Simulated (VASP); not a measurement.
Wanted: the native input for a VASP 6.6.1 run.

| Property | Result |
| --- | --- |
| Task | single point |
| Functional | r2SCAN |
| Potentials or basis | VASP PAW PBE potentials, release 64 (Ni) |
| Cutoff | 520 eV |
| k mesh | 20 × 20 × 20 |
| Occupations | gaussian, width 0.1 eV |
| Spin | collinear spin, ferromagnetic start |
| Starting moments | [0.9] μB |
| Dipole correction | no |
| Further INCAR settings | ALGO = Normal; EDIFF = 1e-06; NBANDS = 15 |

Ni:

```
Ni
1.0
     0.00000    1.77345    1.77345
     1.77345    0.00000    1.77345
     1.77345    1.77345    0.00000
Ni
1
Direct
  0.00000 0.00000 0.00000
```

These files were run (other wordings do the same):

POSCAR

```
Ni
1.0
    0.0000000000      1.7734485523      1.7734485523
    1.7734485523      0.0000000000      1.7734485523
    1.7734485523      1.7734485523      0.0000000000
Ni
1
Direct
    0.0000000000      0.0000000000      0.0000000000
```

INCAR.step1

```
SYSTEM = Ni
PREC = Accurate
ENCUT = 520
ISMEAR = 0
SIGMA = 0.1
LREAL = .False.
LASPH = .True.
NELM = 150
ISPIN = 2
MAGMOM = 0.9
LMAXMIX = 4
NBANDS = 15
GGA = PE
ALGO = Normal
EDIFF = 1E-4
LWAVE = .True.
LCHARG = .False.
```

INCAR.step2

```
SYSTEM = Ni
PREC = Accurate
ENCUT = 520
EDIFF = 1E-6
ISMEAR = 0
SIGMA = 0.1
LREAL = .False.
LASPH = .True.
NELM = 150
ALGO = Normal
ISIF = 2
LWAVE = .False.
LCHARG = .False.
ISPIN = 2
MAGMOM = 0.9
LORBIT = 11
LMAXMIX = 4
METAGGA = R2SCAN
LMIXTAU = .True.
NBANDS = 15
ISTART = 1
```

KPOINTS

```
regular mesh
0
Gamma
  20 20 20
  0 0 0
```

Potentials or basis: VASP PAW PBE potentials, release 64 (Ni).

Command:

```console
$ cat potpaw_PBE.64/Ni/POTCAR > POTCAR
$ cp INCAR.step1 INCAR
$ mpirun -np 1 vasp_std > vasp.out
$ cp INCAR.step2 INCAR
$ mpirun -np 1 vasp_std > vasp.out
```

It gave:

```json
{
 "Pressure": "-10.4 GPa",
 "Net moment": "0.76 μB per cell",
 "Site moments": "Ni +0.79 μB",
 "Valence electrons inside the program's atomic spheres": "Ni 9.30"
}
```

Caveat: the cell stands under tension; the PAW data sets were made with another functional, which shifts forces and pressure a little.

Wall time 2.3 min on 1 thread of Intel(R) Xeon(R) 6975P-C (Granite Rapids), on a shared host, peak memory 0.18 GiB.
